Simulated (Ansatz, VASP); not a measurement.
## ZrS2 in VASP and in Ansatz

File INCAR:

```
ALGO = Normal ; EDIFF = 1E-6
ENCUT = 500 ; GGA = PE
GGA_COMPAT = False ; ISIF = 2
ISMEAR = 0 ; LASPH = True
LCHARG = False ; LREAL = False
LWAVE = False ; NBANDS = 19
NELM = 120 ; PREC = Accurate
SIGMA = 0.02
```

The input KPOINTS:

```
k-points
0
Gamma
  12 12 4
```

File POSCAR:

```
ZrS2
1.0
    3.6852084581      0.0000000000      0.0000000000
   -1.8426042291      3.1914841430      0.0000000000
    0.0000000000      0.0000000000      6.7579067820
Zr S
1 2
Direct
    0.0000000000      0.0000000000      0.0000000000
    0.6666666667      0.3333333333      0.7856835638
    0.3333333333      0.6666666667      0.2143164362
```

Input for Ansatz:

```yaml
crystal:
  lattice:
    - [3.6852083125, 0.0, 0.0]
    - [-1.8426041563, 3.1914840169, 0.0]
    - [0.0, 0.0, 6.757908237]
  atoms:
    - { symbol: Zr, position: [0.0, 0.0, 0.0] }
    - { symbol: S, position: [0.6666666667, 0.3333333333, 0.7856836137] }
    - { symbol: S, position: [0.3333333333, 0.6666666667, 0.2143163863] }
basis:
  ecutwfc: 420
kpoints:
  mp_grid: { grid: [12, 12, 4] }
  band_path: { path: [VBM, CBM], npoints: 2 }
hamiltonian:
  xc: pbe
scf:
  occupations: { method: gaussian, width: 0.02 }
output:
  forces: true
  stress: true
  eigenvalues: true
checkpoint:
  read: start.run
  write: ck
  compress: false
  write_wavefunctions: false
  write_every: 100000
```

Alike in both runs: task single point; functional PBE; k mesh 12 × 12 × 4; occupations gaussian, width 0.02 eV; no spin polarisation.

```csv
,VASP,Ansatz
version,VASP 6.6.1,Ansatz 0.2.0
potentials or method,"VASP PAW PBE potentials, release 64 (Zr_sv, S), cutoff 500 eV","scalar-relativistic, plane waves, PAW"
valence electrons in the cell,24,24
```

```csv
,VASP,Ansatz,Ansatz less VASP
gap on the k mesh at the Fermi level (eV),1.13,1.14,+0.002
least direct gap on the mesh (eV),1.69,1.69,-0.004
pressure (GPa),0.0,0.0,+0.04
rms of the force components (eV/Å),0.004,0.000,-0.0035
```

Atom by atom the forces differ by 0.004 eV/Å (rms over components). With one functional, cell and mesh, what is left measures potentials, basis and numerics.
